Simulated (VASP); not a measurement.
# Cu (Fm-3m) in VASP: a series of runs

Runs on Cu. Level: PBEsol. Tasks: single point, relaxation of cell and atoms.

All numbers are computed with VASP 6.6.1; they aren't measurements. Logs are shortened: lines on timing, memory, paths and dates and some standing lists are left out, and cuts for length are marked.

### Step 1. The cell of the first run

The structure is cubic, space group Fm-3m (No. 225). Conventional cell: a = 3.512 Å, b = 3.512 Å, c = 3.512 Å, α = 90.00°, β = 90.00°, γ = 90.00°. Cu (site symmetry m-3m) has 12 Cu at 2.48 Å within 3.3 Å.

### Step 2. Single point, PBEsol

Contents of INCAR:

```
SYSTEM = Cu
  ALGO = Normal
  EDIFF = 1E-6
  ENCUT = 520
  GGA = PS
  ISIF = 2
  ISMEAR = -1
  LASPH = .True.
  LCHARG = .False.
  LREAL = .False.
  LWAVE = .False.
  NBANDS = 12
  NELM = 60
  PREC = Accurate
  SIGMA = 0.05
```

Contents of KPOINTS:

```
k-points
0
Gamma
  15 15 15
  0 0 0
```

Contents of POSCAR:

```
Cu
1.0
    0.0000000000      1.7560312344      1.7560312344
    1.7560312344      0.0000000000      1.7560312344
    1.7560312344      1.7560312344      0.0000000000
Cu
1
Direct
    0.0000000000      0.0000000000      0.0000000000
```

Potentials or basis: VASP PAW PBE potentials, release 64 (Cu).

Run with:

```sh
$ cat potpaw_PBE.64/Cu/POTCAR > POTCAR
$ mpirun -np 1 vasp_std > vasp.out
```

OUTCAR:

```text
SYSTEM = Cu
   EDIFF = 1E-6
   ENCUT = 520
   GGA = PS
   ISIF = 2
   ISMEAR = -1
   LASPH = .True.
   LREAL = .False.
   NELM = 60
   PREC = Accurate

 ion  position               nearest neighbor table
   1  0.000  0.000  0.000-

  LATTYP: Found a face centered cubic cell.
 ALAT       =     3.5120624688

  Lattice vectors:

 A1 = (   0.0000000000,   1.7560312344,   1.7560312344)
 A2 = (   1.7560312344,   0.0000000000,   1.7560312344)
 A3 = (   1.7560312344,   1.7560312344,   0.0000000000)

Analysis of symmetry for initial positions (statically):
=====================================================================
 Subroutine PRICEL returns:
 Original cell was already a primitive cell.

 Routine SETGRP: Setting up the symmetry group for a
 face centered cubic supercell.

 Subroutine GETGRP returns: Found 48 space group operations
 (whereof 48 operations were pure point group operations)
 out of a pool of 48 trial point group operations.

The static configuration has the point symmetry O_h .

Analysis of symmetry for dynamics (positions and initial velocities):
=====================================================================
 Subroutine PRICEL returns:
 Original cell was already a primitive cell.

 Routine SETGRP: Setting up the symmetry group for a
 face centered cubic supercell.

 Subroutine GETGRP returns: Found 48 space group operations
 (whereof 48 operations were pure point group operations)
 out of a pool of 48 trial point group operations.

The dynamic configuration has the point symmetry O_h .

 Subroutine INISYM returns: Found 48 space group operations
 (whereof 48 operations are pure point group operations),
 and found     1 'primitive' translations

----------------------------------------------------------------------------------------

                                     Primitive cell

  volume of cell :      10.8300

  direct lattice vectors                    reciprocal lattice vectors
     0.000000000  1.756031234  1.756031234    -0.284732976  0.284732976  0.284732976
     1.756031234  0.000000000  1.756031234     0.284732976 -0.284732976  0.284732976
     1.756031234  1.756031234  0.000000000     0.284732976  0.284732976 -0.284732976

  length of vectors
     2.483403188  2.483403188  2.483403188     0.493171982  0.493171982  0.493171982

  position of ions in fractional coordinates (direct lattice)
     0.000000000  0.000000000  0.000000000

  ion indices of the primitive-cell ions
   primitive index   ion index
                 1           1
[... 73 lines left out ...]
   LREAL  =      F    real-space projection
   EDIFFG = 0.1E-04   stopping-criterion for IOM
   NSW    =      0    number of steps for IOM
   IBRION =     -1    ionic relax: 0-MD 1-quasi-New 2-CG
   NFREE  =      0    steps in history (QN), initial steepest desc. (CG)
   ISIF   =      2    stress and relaxation
   ISYM   =      2    0-nonsym 1-usesym 2-fastsym
   POTIM  = 0.5000    time-step for ionic-motion
   TEBEG  =    0.0;   TEEND  =   0.0 temperature during run
   PSTRESS=    0.0 pullay stress
   NELECT =      11.0000    total number of electrons
   NUPDOWN=      -1.0000    fix difference up-down
   EMIN   =  10.00;   EMAX   =-10.00  energy-range for DOS
   EFERMI =   0.00;   METHOD = LEGACY
   ISMEAR =    -1;   SIGMA  =   0.05  broadening in eV -4-tet -1-fermi 0-gaus
   EFERMI_NEDOS =   21; number of points for ismear=-14 and -15
   IALGO  =     38    algorithm
   IMIX   =      4    mixing-type and parameters
     AMIX     =   0.40;   BMIX     =  1.00
     AMIX_MAG =   1.60;   BMIX_MAG =  1.00
  volume/ion in A,a.u.               =      10.83        73.08
  Fermi-wavevector in a.u.,A,eV,Ry     =   1.645622  3.109775 36.845566  2.708073
  Thomas-Fermi vector in A             =   2.735388
   LORBIT       =      0    0 simple, 1 ext, 2 COOP (PROOUT), +10 PAW based schemes
   GGA     = PS    functional components
   LHFCALC =     F    Hartree Fock is set to
   AEXX    =    0.0000 exact exchange contribution
   IVDW    =     0    specifies the selected vdW correction
   LEPSILON=     F    determine dielectric tensor
   LRPA    =     F    only Hartree local field effects (RPA)
 non-spin polarized calculation
  energy-cutoff  :      520.00
  volume of cell :       10.83
 maximum number of plane-waves:       303
   NGX =  9   NGY =  9   NGZ =  9

 number of electron      10.9999993 magnetization

 Free energy of the ion-electron system (eV)
  ---------------------------------------------------
  ext. energy  EPLUGINS =         0.00000000
  ---------------------------------------------------
  free energy    TOTEN  =        -4.29542026 eV

  energy without entropy =       -4.29307264  energy(sigma->0) =       -4.29424645

 E-fermi :   8.6069     XC(G=0): -13.4229

 val. band max:        8.5773220098   @ k =  -0.4000   0.1333   0.0000
 cond. band min:       8.7521719228   @ k =   0.4667   0.2667   0.0000
 fundamental gap:      0.1748499130
 Fermi energy:         8.6069354239

 k-point     1 :       0.0000    0.0000    0.0000
  band No.  band energies     occupation
      1      -1.5509      2.00000
      2       5.2047      2.00000
      3       5.2047      2.00000
      4       5.2047      2.00000
      5       6.1554      2.00000
      6       6.1554      2.00000
      7      31.7938      0.00000
      8      35.0920      0.00000
      9      35.0920      0.00000
     10      35.0920      0.00000
     11      37.6691      0.00000
     12      37.6691      0.00000
[... 331 lines left out ...]
 k-point    24 :       0.2000    0.1333    0.0000
  band No.  band energies     occupation
      1      -0.0540      2.00000
      2       4.7864      2.00000
      3       5.5127      2.00000
      4       5.5445      2.00000
      5       5.8635      2.00000
      6       6.3142      2.00000
      7      27.0606      0.00000
      8      29.5318      0.00000
      9      30.3573      0.00000
     10      32.6109      0.00000
     11      36.2255      0.00000
     12      41.4650      0.00000

 [... further k-points ...]
[... 5 lines left out ...]
  --------------------------------------------------------------------------------------
  -------------------------------------------------------------------------------------
  Total        0.5888302      0.5888302      0.5888302     -0.0000000      0.0000000     -0.0000000
  in kB       87.1111951     87.1111951     87.1111951     -0.0000000      0.0000000     -0.0000000
  external PRESSURE =      87.1111951 kB  Pullay stress =       0.0000000 kB

 VOLUME and BASIS-vectors are now :
 -----------------------------------------------------------------------------
  energy-cutoff  :      520.00
  volume of cell :       10.83
      direct lattice vectors                 reciprocal lattice vectors
     0.000000000  1.756031234  1.756031234    -0.284732976  0.284732976  0.284732976
     1.756031234  0.000000000  1.756031234     0.284732976 -0.284732976  0.284732976
     1.756031234  1.756031234  0.000000000     0.284732976  0.284732976 -0.284732976

 POSITION                                       TOTAL-FORCE (eV/Angst)
 -----------------------------------------------------------------------------------
      0.00000      0.00000      0.00000         0.000000     -0.000000      0.000000
 -----------------------------------------------------------------------------------
    total drift:                                0.000000      0.000000      0.000000

  FREE ENERGIE OF THE ION-ELECTRON SYSTEM (eV)
  ---------------------------------------------------
  free  energy   TOTEN  =        -4.2954202557 eV

  energy  without entropy=       -4.2930726382  energy(sigma->0) =       -4.29424645
```

Run time: 10 s. Hardware: 1 thread of Intel Xeon 6975P-C (Granite Rapids), shared host; peak memory 0.12 GiB.

Results:

| Quantity | Value |
| --- | --- |
| Free energy | -4.2954 eV |
| Pressure | 8.7 GPa |

Levels at points of the mesh, in eV from the Fermi level:
| k point | band 4 | band 5 | band 6 | band 7 | band 8 | band 9 |
| --- | --- | --- | --- | --- | --- | --- |
| (0.00, 0.00, 0.00) | -3.40 | -2.45 | -2.45 | 23.19 | 26.49 | 26.49 |

Caveat: the PAW data sets were made with another functional, which shifts forces and pressure a little.

### Step 3. Single point, PBEsol

This run uses another cell than the first one, of 11.30 Å³/atom, 1.043 times its volume.

Contents of INCAR:

```
SYSTEM = Cu
ALGO = Normal
EDIFF = 1E-6
ENCUT = 520
GGA = PS
ISIF = 2
ISMEAR = -1
LASPH = .True.
LCHARG = .True.
LELF = .True.
LREAL = .False.
LVHAR = .True.
LWAVE = .False.
NBANDS = 12
NELM = 80
PREC = Accurate
SIGMA = 0.05
```

KPOINTS is that of step 2.

Contents of POSCAR:

```
Cu
1.0
    0.0000000000      1.7810654878      1.7810654878
    1.7810654878      0.0000000000      1.7810654878
    1.7810654878      1.7810654878      0.0000000000
Cu
1
Direct
    0.0000000000      0.0000000000      0.0000000000
```

Potentials or basis: VASP PAW PBE potentials, release 64 (Cu).

Run with:

```sh
$ cat potpaw_PBE.64/Cu/POTCAR > POTCAR
$ mpirun -np 1 vasp_std > vasp.out
```

Run time: 14 s. Hardware: 1 thread of Intel Xeon 6975P-C (Granite Rapids), shared host; peak memory 0.13 GiB.

It converged, with:

| Item | Value |
| --- | --- |
| Free energy | -4.3091 eV |
| Pressure | 0.7 GPa |

Levels at points of the mesh, in eV from the Fermi level:
```
           k point  band 4  band 5  band 6  band 7  band 8  band 9
(0.00, 0.00, 0.00)   -3.26   -2.37   -2.37   22.85   25.81   25.81
```

Caveat: the PAW data sets were made with another functional, which shifts forces and pressure a little.

### Step 4. Relaxation of cell and atoms, PBEsol

This run uses another cell than the first one, of 11.81 Å³/atom, 1.091 times its volume.

Contents of INCAR:

```
PREC = Accurate
ENCUT = 600
EDIFF = 1E-6
ISMEAR = -1
SIGMA = 0.05
LREAL = F
LASPH = T
NELM = 100
ALGO = Normal
ISIF = 3
LWAVE = F
LCHARG = F
GGA = PS
IBRION = 2
NSW = 80
EDIFFG = -0.02
```

Contents of KPOINTS:

```
Automatic mesh
0
Gamma
  15 15 15
```

Contents of POSCAR:

```
Cu
1.0
    0.0000000000      1.8075000000      1.8075000000
    1.8075000000      0.0000000000      1.8075000000
    1.8075000000      1.8075000000      0.0000000000
Cu
1
Direct
    0.0000000000      0.0000000000      0.0000000000
```

Run with:

```sh
$ cat potpaw_PBE.64/Cu/POTCAR > POTCAR
$ mpirun -np 1 vasp_std > vasp.out
```

It took 23 s on 1 thread of Intel Xeon 6975P-C (Granite Rapids), shared host; peak memory 0.14 GiB.

It converged, with:

```yaml
Free_energy: -4.3095 eV
Relaxed_volume: 11.35 Å³/atom
Relaxed_cell: a = 2.522 Å, b = 2.522 Å, c = 2.522 Å, α = 60.00°, β = 60.00°, γ = 60.00°
Space_group_after_relaxing_to_0.05_Å: Fm-3m (No. 225)
Energy_gained_by_relaxing: 8.8 meV/atom
Ionic_steps: 3
Pressure_after_relaxing: 0.0 GPa
```

Step by step:
```
step  energy change (eV)  largest force (eV/Å)  pressure (GPa)  volume (Å³)
   1              0.0000                0.0000           -5.84        11.81
   2             -0.0056                0.0000            4.09        11.09
   3             -0.0088                0.0000           -0.02        11.35
```

Final structure:
```
Cu
1.0
     0.00000    1.78365    1.78365
     1.78365    0.00000    1.78365
     1.78365    1.78365    0.00000
Cu
1
Direct
  0.00000 0.00000 0.00000
```

Levels at points of the mesh, in eV from the Fermi level:
```csv
k point,band 3,band 4,band 5,band 6,band 7,band 8,band 9
"(0.00, 0.00, 0.00)",-3.25,-3.25,-2.37,-2.37,22.81,25.74,25.74
```

Caveat: the PAW data sets were made with another functional, which shifts forces and pressure a little.

### Step 5. Relaxation of cell and atoms, PBEsol, target pressure 2 GPa, at which the enthalpy is minimised

This run uses another cell than the first one, of 11.81 Å³/atom, 1.091 times its volume.

Contents of INCAR:

```
SYSTEM = Cu
  PREC = Accurate
  ENCUT = 600
  EDIFF = 1E-6
  ISMEAR = -1
  SIGMA = 0.05
  LREAL = .FALSE.
  LASPH = .TRUE.
  NELM = 100
  ALGO = Normal
  ISIF = 3
  LWAVE = .FALSE.
  LCHARG = .FALSE.
  GGA = PS
  IBRION = 2
  NSW = 80
  EDIFFG = -0.02
  PSTRESS = 20.0
```

Contents of KPOINTS:

```
regular mesh
0
G
  15 15 15
  0 0 0
```

POSCAR is that of step 4.

Run with:

```sh
$ cat potpaw_PBE.64/Cu/POTCAR > POTCAR
$ mpirun -np 1 vasp_std > vasp.out
```

Wall time 23 s (1 thread of Intel Xeon 6975P-C (Granite Rapids), shared host); peak memory 0.14 GiB.

The run converged. Its results:

```yaml
Free_energy: -4.3087 eV
Relaxed_volume: 11.22 Å³/atom
Relaxed_cell: a = 2.513 Å, b = 2.513 Å, c = 2.513 Å, α = 60.00°, β = 60.00°, γ = 60.00°
Space_group_after_relaxing_to_0.05_Å: Fm-3m (No. 225)
Energy_change_on_relaxing_the_enthalpy_is_what_falls: -8.0 meV/atom
Ionic_steps: 3
Pressure_after_relaxing: 2.0 GPa
```

The path:
| step | energy change (eV) | largest force (eV/Å) | pressure (GPa) | volume (Å³) |
| --- | --- | --- | --- | --- |
| 1 | 0.0000 | 0.0000 | -5.84 | 11.81 |
| 2 | 0.0036 | 0.0000 | 8.36 | 10.85 |
| 3 | -0.0080 | 0.0000 | 2.01 | 11.22 |

Final structure:
```
Cu
1.0
     0.00000    1.77672    1.77672
     1.77672    0.00000    1.77672
     1.77672    1.77672    0.00000
Cu
1
Direct
  0.00000 0.00000 0.00000
```

Levels at points of the mesh, in eV from the Fermi level:
| k point | band 4 | band 5 | band 6 | band 7 | band 8 | band 9 |
| --- | --- | --- | --- | --- | --- | --- |
| (0.00, 0.00, 0.00) | -3.29 | -2.39 | -2.39 | 22.91 | 25.92 | 25.92 |

Caveat: the cell is relaxed towards a set pressure, so the enthalpy falls and the energy may rise; the PAW data sets were made with another functional, which shifts forces and pressure a little.

### Step 6. Overview

```csv
task,cell,cutoff (eV),gap on the mesh (eV),pressure (GPa)
single point,"a = 2.483 Å, angles 60.0°, 1 atom",520,none,8.7
single point,"a = 2.519 Å, angles 60.0°, 1 atom",520,none,0.7
relaxation of cell and atoms,"relaxed from a = 2.556 Å, angles 60.0°, 1 atom",600,none,0.0
relaxation of cell and atoms,"relaxed to 2 GPa from a = 2.556 Å, angles 60.0°, 1 atom",600,none,2.0
```

Alike in all rows: level PBEsol; potentials or basis VASP PAW PBE potentials, release 64 (Cu); no spin polarisation; k mesh 15 × 15 × 15; smearing fermi-dirac 0.05 eV.

Caveats: the PAW data sets were made with another functional, which shifts forces and pressure a little; the cell is relaxed towards a set pressure, so the enthalpy falls and the energy may rise (some runs).

Absolute energies hang on the potentials; compare differences alone.
